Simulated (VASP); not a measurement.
Set up this calculation in VASP 6.6.1, as the native input.

* Task: relaxation of cell and atoms
* Functional: LDA
* Potentials or basis: VASP PAW LDA potentials, release 64 (Ti_sv)
* Cutoff: 600 eV
* k mesh: 7 × 7 × 10
* Occupations: methfessel-paxton, width 0.1 eV
* Spin: no spin polarisation
* Dipole correction: no
* Further INCAR settings: ALGO = Normal; EDIFF = 1e-07; IBRION = 2; EDIFFG = -0.02; NSW = 80; ISIF = 3

The structure of Ti lies in POSCAR:

```
Ti
1.0
    4.6000000000      0.0000000000      0.0000000000
   -2.3000000000      3.9837168600      0.0000000000
    0.0000000000      0.0000000000      2.8200000000
Ti
3
Direct
    0.0000000000      0.0000000000      0.0000000000
    0.3333333333      0.6666666667      0.5000000000
    0.6666666667      0.3333333333      0.5000000000
```

This isn't the form of Ti at room conditions, which is hcp.

These files were run (other wordings do the same):

INCAR

```
SYSTEM = Ti
PREC = Accurate ; ENCUT = 600
EDIFF = 1E-7 ; ISMEAR = 1
SIGMA = 0.1 ; LREAL = .False.
LASPH = .True. ; NELM = 100
ALGO = Normal ; ISIF = 3
LWAVE = .False. ; LCHARG = .False.
GGA = CA ; IBRION = 2
NSW = 80 ; EDIFFG = -0.02
```

KPOINTS

```
Automatic mesh
0
Gamma
  7 7 10
  0 0 0
```

Potentials or basis: VASP PAW LDA potentials, release 64 (Ti_sv).

The run is started by

```sh
$ cat potpaw_LDA.64/Ti_sv/POTCAR > POTCAR
$ mpirun -np 1 vasp_std > vasp.out
```

Results of the run:

```
Relaxed volume                        : 15.80 Å³/atom
Relaxed cell                          : a = 4.446 Å, b = 4.446 Å, c = 2.770 Å, α = 90.00°, β = 90.00°, γ = 120.00°
Space group after relaxing (to 0.1 Å) : P6/mmm (No. 191)
Energy gained by relaxing             : 44.2 meV/atom
Ionic steps                           : 6
Pressure after relaxing               : 0.2 GPa
Band gap on the k mesh                : zero (bands 18 and 19 overlap by 0.35 eV)
```

Wall time 5.1 min on 1 thread of Intel(R) Xeon(R) 6975P-C (Granite Rapids) (shared host), peak memory 0.2 GiB.
